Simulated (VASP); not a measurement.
Write the native input for VASP 6.6.1 that does the following.

| Item | Value |
| --- | --- |
| Task | single point |
| Functional | PBEsol |
| Potentials or basis | VASP PAW PBE potentials, release 64 (Ru_pv, Al) |
| Cutoff | 520 eV |
| k mesh | 9 × 9 × 9 |
| Occupations | fermi-dirac, width 0.05 eV |
| Spin | no spin polarisation |
| Dipole correction | no |
| Further INCAR settings | ALGO = Normal; EDIFF = 1e-07; NBANDS = 16 |

The structure of AlRu lies in POSCAR:

```
AlRu
1.0
    2.9715215427      0.0000000000      0.0000000000
    0.0000000000      2.9715215427      0.0000000000
    0.0000000000      0.0000000000      2.9715215427
Ru Al
1 1
Direct
    0.5000000000      0.5000000000      0.5000000000
    0.0000000000      0.0000000000      0.0000000000
```

This cell differs from its parent crystal: volume scaled by 0.98.

The input as run:

INCAR

```
SYSTEM = AlRu
PREC = Accurate ; ENCUT = 520
EDIFF = 1E-7 ; ISMEAR = -1
SIGMA = 0.05 ; LREAL = .FALSE.
LASPH = .TRUE. ; NELM = 80
ALGO = Normal ; ISIF = 2
LWAVE = .FALSE. ; LCHARG = .FALSE.
GGA = PS ; NBANDS = 16
```

KPOINTS

```
Automatic mesh
0
G
  9 9 9
  0 0 0
```

Potentials or basis: VASP PAW PBE potentials, release 64 (Ru_pv, Al).

Command:

```sh
$ cat potpaw_PBE.64/Ru_pv/POTCAR potpaw_PBE.64/Al/POTCAR > POTCAR
$ mpirun -np 1 vasp_std > vasp.out
```

Results of the run:

| Property | Result |
| --- | --- |
| Pressure | 1.1 GPa |

Caveat: the PAW data sets were made with another functional, which shifts forces and pressure a little.

It took 16 s on 1 thread of Intel Xeon 8259CL, with other jobs on the host, peak memory 0.15 GiB.
